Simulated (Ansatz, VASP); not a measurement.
# SO2 in VASP and in Ansatz

```
O S
1.0
     6.60854    0.00000    0.00000
     0.00000    6.60854    0.00000
     0.00000    0.00000   24.96164
O S
4 2
Direct
  0.49982 0.44098 0.59670
  0.49995 0.05818 0.59665
  0.99970 0.94084 0.59670
  0.99981 0.55806 0.59662
  0.49935 0.24946 0.63010
  0.99997 0.74931 0.63009
```

Alike in both runs: task single point; functional PBE; dispersion D3(BJ); k mesh 3 × 3 × 1; occupations gaussian, width 0.1 eV; no spin polarisation.

```csv
,VASP,Ansatz
version,VASP 6.6.1,Ansatz 0.2.0
potentials or method,"VASP PAW PBE potentials, release 64 (O, S), cutoff 520 eV","scalar-relativistic, plane waves, PAW"
valence electrons in the cell,36,36
```

Ansatz gave:

```
gap on the k mesh at the Fermi level (eV) : 3.04
rms of the force components (eV/Å)        : 1.998
```

Q: Estimate VASP's values.

A: gap on the k mesh at the Fermi level (eV): 3.02; rms of the force components (eV/Å): 2.048.
